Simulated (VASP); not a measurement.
# SrMo2 (P3m1) in VASP: single point with PBE

Aim: the single point of SrMo2 with PBE.

Everything below comes from runs of VASP 6.6.1. Logs are shortened: lines on timing, memory, paths and dates and some standing lists are left out, and cuts for length are marked.

**1. The cell of the first run**

Symmetry: P3m1, No. 156, trigonal system. The conventional cell has a = 3.650 Å, b = 3.650 Å, c = 4.973 Å, α = 90.00°, β = 90.00°, γ = 120.00°. Sr (site symmetry 3m) has 3 Mo at 2.12 Å within 2.8 Å. Mo (site symmetry 3m) has 3 Sr at 2.12 Å within 2.8 Å. Mo (site symmetry 3m) has 12 Mo at 3.05 to 3.65 Å and 6 Sr at 3.23 to 3.29 Å within 4.0 Å.

**2. Single point, PBE**

The input, INCAR:

```
SYSTEM = SrMo2
ALGO = Normal ; EDIFF = 1E-6
ENCUT = 520 ; GGA = PE
ISIF = 2 ; ISMEAR = 0
LASPH = .True. ; LCHARG = .False.
LREAL = .False. ; LWAVE = .False.
NBANDS = 26 ; NELM = 60
PREC = Accurate ; SIGMA = 0.1
```

The input, KPOINTS:

```
k-points
0
Gamma
  6 6 4
  0 0 0
```

The input, POSCAR:

```
SrMo2
1.0
    3.6497606500      0.0000000000      0.0000000000
   -1.8248803300      3.1607854400      0.0000000000
    0.0000000000      0.0000000000      4.9734017800
Sr Mo
1 2
Direct
    0.0000000000      0.0000000000      0.1797567600
    0.3333333300      0.6666666700      0.1324286700
    0.6666666700      0.3333333300      0.6878145700
```

Potentials or basis: VASP PAW PBE potentials, release 64 (Sr_sv, Mo_sv).

Launch:

```bash
cat potpaw_PBE.64/Sr_sv/POTCAR potpaw_PBE.64/Mo_sv/POTCAR > POTCAR
mpirun -np 1 vasp_std > vasp.out
```

OUTCAR:

```text
SYSTEM = SrMo2
   EDIFF = 1E-6
   ENCUT = 520
   GGA = PE
   ISIF = 2
   ISMEAR = 0
   LASPH = .True.
   LREAL = .False.
   NELM = 60
   PREC = Accurate

 ion  position               nearest neighbor table
   1  0.000  0.000  0.180-   2 2.12   2 2.12   2 2.12   3 3.23   3 3.23   3 3.23   3 3.29   3 3.29
                             3 3.29   2 4.22   2 4.22   2 4.22
   2  0.333  0.667  0.132-   1 2.12   1 2.12   1 2.12   3 3.05   3 3.05   3 3.05   3 3.47   3 3.47
                             3 3.47   1 4.22   1 4.22   1 4.22
   3  0.667  0.333  0.688-   2 3.05   2 3.05   2 3.05   1 3.23   1 3.23   1 3.23   1 3.29   1 3.29
                             1 3.29   2 3.47   2 3.47   2 3.47

 -----------------------------------------------------------------------------
|                                                                             |
|           W    W    AA    RRRRR   N    N  II  N    N   GGGG   !!!           |
|           W    W   A  A   R    R  NN   N  II  NN   N  G    G  !!!           |
|           W    W  A    A  R    R  N N  N  II  N N  N  G       !!!           |
|           W WW W  AAAAAA  RRRRR   N  N N  II  N  N N  G  GGG   !            |
|           WW  WW  A    A  R   R   N   NN  II  N   NN  G    G                |
|           W    W  A    A  R    R  N    N  II  N    N   GGGG   !!!           |
|                                                                             |
|     The distance between some ions is very small. Please check the          |
|     nearest-neighbor list in the OUTCAR file.                               |
|     I HOPE YOU KNOW WHAT YOU ARE DOING!                                     |
|                                                                             |
 -----------------------------------------------------------------------------

  LATTYP: Found a hexagonal cell.
 ALAT       =     3.6497606500
 C/A-ratio  =     1.3626651874

  Lattice vectors:

 A1 = (   3.6497606500,   0.0000000000,   0.0000000000)
 A2 = (  -1.8248803300,   3.1607854400,   0.0000000000)
 A3 = (   0.0000000000,   0.0000000000,   4.9734017800)

Analysis of symmetry for initial positions (statically):
=====================================================================
 Subroutine PRICEL returns:
 Original cell was already a primitive cell.

 Routine SETGRP: Setting up the symmetry group for a
 hexagonal supercell.

 Subroutine GETGRP returns: Found  6 space group operations
 (whereof  6 operations were pure point group operations)
 out of a pool of 24 trial point group operations.

The static configuration has the point symmetry C_3v.

Analysis of symmetry for dynamics (positions and initial velocities):
=====================================================================
 Subroutine PRICEL returns:
 Original cell was already a primitive cell.

 Routine SETGRP: Setting up the symmetry group for a
 hexagonal supercell.

 Subroutine GETGRP returns: Found  6 space group operations
 (whereof  6 operations were pure point group operations)
 out of a pool of 24 trial point group operations.

The dynamic configuration has the point symmetry C_3v.

 Subroutine INISYM returns: Found  6 space group operations
 (whereof  6 operations are pure point group operations),
 and found     1 'primitive' translations

----------------------------------------------------------------------------------------

                                     Primitive cell

  volume of cell :      57.3737

  direct lattice vectors                    reciprocal lattice vectors
     3.649760650  0.000000000  0.000000000     0.273990570  0.158188530  0.000000000
    -1.824880330  3.160785440  0.000000000     0.000000000  0.316377058  0.000000000
     0.000000000  0.000000000  4.973401780     0.000000000  0.000000000  0.201069619

  length of vectors
     3.649760650  3.649760652  4.973401780     0.316377059  0.316377058  0.201069619

  position of ions in fractional coordinates (direct lattice)
     0.000000000  0.000000000  0.179756760
     0.333333330  0.666666670  0.132428670
     0.666666670  0.333333330  0.687814570

  ion indices of the primitive-cell ions
   primitive index   ion index
                 1           1
                 2           2
                 3           3

----------------------------------------------------------------------------------------

 KPOINTS: k-points

Automatic generation of k-mesh.
 Grid dimensions read from file:
 generate k-points for:    6    6    4

 Generating k-lattice:

  Cartesian coordinates                     Fractional coordinates (reciprocal lattice)
     0.045665095  0.026364755  0.000000000     0.166666667 -0.000000000  0.000000000
     0.000000000  0.052729510  0.000000000     0.000000000  0.166666667  0.000000000
     0.000000000  0.000000000  0.050267405     0.000000000  0.000000000  0.250000000

  Length of vectors
     0.052729510  0.052729510  0.050267405

  Shift w.r.t. Gamma in fractional coordinates (k-lattice)
     0.000000000  0.000000000  0.000000000

 Subroutine IBZKPT returns following result:
 ===========================================

 Found     24 irreducible k-points:

 Following reciprocal coordinates:
            Coordinates               Weight
  0.000000  0.000000  0.000000      1.000000
  0.166667  0.000000  0.000000      6.000000
  0.333333 -0.000000  0.000000      6.000000
  0.500000 -0.000000  0.000000      3.000000
  0.166667  0.166667  0.000000      6.000000
  0.333333  0.166667  0.000000     12.000000
[... 16 lines left out ...]
  0.333333  0.166667  0.500000     12.000000
  0.333333  0.333333  0.500000      2.000000
   k-points           NKPTS =     24   k-points in BZ     NKDIM =     24   number of bands    NBANDS=     26
   number of dos      NEDOS =    301   number of ions     NIONS =      3
   total plane-waves  NPLWV =  31360
   dimension x,y,z NGX =    28 NGY =   28 NGZ =   40
   dimension x,y,z NGXF=    56 NGYF=   56 NGZF=   80
   ions per type =               1   2
   NGX,Y,Z   is equivalent  to a cutoff of  12.75, 12.75, 13.37 a.u.
   NGXF,Y,Z  is equivalent  to a cutoff of  25.51, 25.51, 26.74 a.u.
 SYSTEM =  SrMo2
   PREC   = accura    normal or accurate (medium, high low for compatibility)
   ISTART =      0    job   : 0-new  1-cont  2-samecut
   ICHARG =      2    charge: 1-file 2-atom 10-const
   ISPIN  =      1    spin polarized calculation?
   LNONCOLLINEAR =      F non collinear calculations
   LSORBIT =      F    spin-orbit coupling
   LASPH  =      T    aspherical Exc in radial PAW
   ENCUT  =  520.0 eV  38.22 Ry    6.18 a.u.   6.79  6.79  9.25*2*pi/ulx,y,z
   NELM   =     60;   NELMIN=  2; NELMDL= -5     # of ELM steps
   EDIFF  = 0.1E-05   stopping-criterion for ELM
   LREAL  =      F    real-space projection
   EDIFFG = 0.1E-04   stopping-criterion for IOM
   NSW    =      0    number of steps for IOM
   IBRION =     -1    ionic relax: 0-MD 1-quasi-New 2-CG
   NFREE  =      0    steps in history (QN), initial steepest desc. (CG)
   ISIF   =      2    stress and relaxation
   ISYM   =      2    0-nonsym 1-usesym 2-fastsym
   POTIM  = 0.5000    time-step for ionic-motion
   TEBEG  =    0.0;   TEEND  =   0.0 temperature during run
   PSTRESS=    0.0 pullay stress
   NELECT =      38.0000    total number of electrons
   NUPDOWN=      -1.0000    fix difference up-down
   EMIN   =  10.00;   EMAX   =-10.00  energy-range for DOS
   EFERMI =   0.00;   METHOD = LEGACY
   ISMEAR =     0;   SIGMA  =   0.10  broadening in eV -4-tet -1-fermi 0-gaus
   EFERMI_NEDOS =   21; number of points for ismear=-14 and -15
   IALGO  =     38    algorithm
   IMIX   =      4    mixing-type and parameters
     AMIX     =   0.40;   BMIX     =  1.00
     AMIX_MAG =   1.60;   BMIX_MAG =  1.00
  volume/ion in A,a.u.               =      19.12       129.06
  Fermi-wavevector in a.u.,A,eV,Ry     =   1.427025  2.696687 27.706926  2.036402
  Thomas-Fermi vector in A             =   2.547239
   LORBIT       =      0    0 simple, 1 ext, 2 COOP (PROOUT), +10 PAW based schemes
   GGA     = PE    functional components
   LHFCALC =     F    Hartree Fock is set to
   AEXX    =    0.0000 exact exchange contribution
   IVDW    =     0    specifies the selected vdW correction
   LEPSILON=     F    determine dielectric tensor
   LRPA    =     F    only Hartree local field effects (RPA)
 non-spin polarized calculation
 Gauss-broadening in eV      SIGMA  =   0.10
  energy-cutoff  :      520.00
  volume of cell :       57.37
 maximum number of plane-waves:      1560
 NGX is ok and might be reduce to    28
   NGX = 13   NGY = 13   NGZ = 19

 number of electron      37.9999999 magnetization

 Free energy of the ion-electron system (eV)
  ---------------------------------------------------
  ext. energy  EPLUGINS =         0.00000000
  ---------------------------------------------------
  free energy    TOTEN  =       -11.04415607 eV

  energy without entropy =      -11.03095111  energy(sigma->0) =      -11.03755359

 E-fermi :   7.8560     XC(G=0): -11.7668

 val. band max:        7.7965777881   @ k =   0.1667   0.0000   0.0000
 cond. band min:       7.8609829187   @ k =   0.1667   0.1667   0.5000
 fundamental gap:      0.0644051305
 Fermi energy:         7.8560283589

 k-point     1 :       0.0000    0.0000    0.0000
  band No.  band energies     occupation
      1     -53.1618      2.00000
      2     -52.9496      2.00000
      3     -27.7960      2.00000
      4     -27.7960      2.00000
      5     -27.3306      2.00000
      6     -27.1450      2.00000
[... 18 lines left out ...]
     25      12.7953      0.00000
     26      13.5329      0.00000

 k-point     2 :       0.1667    0.0000    0.0000
  band No.  band energies     occupation
      1     -53.1598      2.00000
      2     -52.9431      2.00000
      3     -28.6337      2.00000
      4     -27.8210      2.00000
      5     -27.2465      2.00000
      6     -27.1667      2.00000
[... 18 lines left out ...]
     25      12.9738      0.00000
[... 608 lines left out ...]
     25      12.6488      0.00000
     26      13.4365      0.00000

 k-point    24 :       0.3333    0.3333    0.5000
  band No.  band energies     occupation
      1     -53.1532      2.00000
      2     -52.9199      2.00000
      3     -29.7834      2.00000
      4     -27.9981      2.00000
      5     -27.2270      2.00000
      6     -27.1953      2.00000
[... 18 lines left out ...]
     25      12.6375      0.00000
     26      13.4377      0.00000

------------------------ aborting loop because EDIFF is reached ----------------------------------------

  FORCE on cell =-STRESS in cart. coord.  units (eV):
  Direction    XX          YY          ZZ          XY          YZ          ZX
  --------------------------------------------------------------------------------------
  -------------------------------------------------------------------------------------
  Total       24.2308100     24.2308100     -6.0288101     -0.0000000      0.0000000      0.0000000
  in kB      676.6523085    676.6523083   -168.3562492     -0.0000011      0.0000000      0.0000000
  external PRESSURE =     394.9827892 kB  Pullay stress =       0.0000000 kB

 VOLUME and BASIS-vectors are now :
 -----------------------------------------------------------------------------
  energy-cutoff  :      520.00
  volume of cell :       57.37
      direct lattice vectors                 reciprocal lattice vectors
     3.649760650  0.000000000  0.000000000     0.273990570  0.158188530  0.000000000
    -1.824880330  3.160785440  0.000000000     0.000000000  0.316377058  0.000000000
     0.000000000  0.000000000  4.973401780     0.000000000  0.000000000  0.201069619

 POSITION                                       TOTAL-FORCE (eV/Angst)
 -----------------------------------------------------------------------------------
      0.00000      0.00000      0.89400         0.000000      0.000000      3.058635
     -0.00000      2.10719      0.65862        -0.000000     -0.000000     -3.757597
      1.82488      1.05360      3.42078        -0.000000      0.000000      0.698962
 -----------------------------------------------------------------------------------
    total drift:                               -0.000005      0.000003     -0.000260

  FREE ENERGIE OF THE ION-ELECTRON SYSTEM (eV)
  ---------------------------------------------------
  free  energy   TOTEN  =       -11.0441560721 eV

  energy  without entropy=      -11.0309511142  energy(sigma->0) =      -11.03755359
```

Wall time 70 s (1 thread of Intel Xeon 8259CL, shared host); peak memory 0.19 GiB.

Results:

- Free energy: -11.0442 eV
- Pressure: 39.5 GPa
- Largest force: 3.758 eV/Å
- Band gap on the k mesh: zero (bands 19 and 20 overlap by 0.83 eV)

Forces on the atoms (eV/Å):
```
Sr   0.000  0.000  3.059
Mo   0.000  0.000 -3.758
Mo   0.000  0.000  0.699
```

Stress tensor (GPa, compression positive):
```
 67.67   0.00   0.00
  0.00  67.67   0.00
  0.00   0.00 -16.84
```

Caveat: the stress differs along the axes, from -17 to 68 GPa; forces of over 1 eV/Å act on the atoms, so gaps and moduli don't describe the material at rest.

The gap in the log of VASP goes by the Fermi energy; the results here count the filled bands.